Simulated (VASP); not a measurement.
A run of VASP 6.6.1:

Contents of INCAR:

```
ALGO = Normal
EDIFF = 1E-6
ENCUT = 520
GGA = PE
ISIF = 2
ISMEAR = -1
LASPH = T
LCHARG = F
LREAL = F
LWAVE = F
NBANDS = 17
NELM = 60
PREC = Accurate
SIGMA = 0.1
```

File KPOINTS:

```
k-points
0
Gamma
  10 10 7
```

POSCAR

```
Ba
1.0
   -3.8752907677      3.8743037000      2.0978094300
    3.8743037000     -3.8752907677      2.0978094300
    3.8770947983      3.8770947983     -2.0996172463
Ba
2
Direct
    0.0000490125      0.9999509875      0.0000000000
    0.7499509875      0.2500490125      0.5000000000
```

Potentials or basis: VASP PAW PBE potentials, release 64 (Ba_sv).

The run is started by

```sh
$ cat potpaw_PBE.64/Ba_sv/POTCAR > POTCAR
$ mpirun -np 1 vasp_std > vasp.out
```

Hardware: 1 thread of AMD EPYC 9R45 96-Core Processor (Zen 5) (shared host).

Question: Estimate the wall time of this run.

Answer: Run time: 3.9 min on 1 thread of AMD EPYC 9R45 96-Core Processor (Zen 5), with other jobs on the host, peak memory 0.53 GiB. Counts: scf iterations 11, k points 196.
